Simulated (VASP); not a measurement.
**In: single point with LDA**

The system is In.

```
In
1.0
     3.36384    0.00000    0.00000
    -1.68192    2.91317    0.00000
     0.00000    0.00000   10.79971
In
4
Direct
  0.66667 0.33333 0.75000
  0.00000 0.00000 0.50000
  0.33333 0.66667 0.25000
  0.00000 0.00000 0.00000
```

This isn't the form of In at room conditions, which is tetragonal.

```yaml
Program: VASP 6.6.1
Task: single point
Functional: LDA
Potentials_or_basis: VASP PAW LDA potentials, release 64 (In_d)
Cutoff: 520 eV
k_mesh: 9 × 9 × 3
Occupations: fermi-dirac, width 0.05 eV
Spin: no spin polarisation
```

```yaml
Pressure: -3.0 GPa
Band_gap_on_the_k_mesh: zero (bands 26 and 27 overlap by 4.74 eV)
```

Stress tensor (GPa, compression positive):
```
-3.17  0.00  0.00
 0.00 -3.17  0.00
 0.00  0.00 -2.61
```

Levels at points of the mesh, in eV from the Fermi level:
```tsv
k point	band 22	band 23	band 24	band 25	band 26	band 27	band 28	band 29	band 30	band 31
(0.00, 0.00, 0.00)	-8.06	-8.04	-4.16	-3.22	3.36	3.37	8.00	8.00	8.87	8.87
```

Wall time 52 s on 1 thread of Intel(R) Xeon(R) 6975P-C (Granite Rapids) (shared host), peak memory 0.22 GiB.

Caveat: spin-orbit coupling is left out, which moves the levels of the heavy elements.
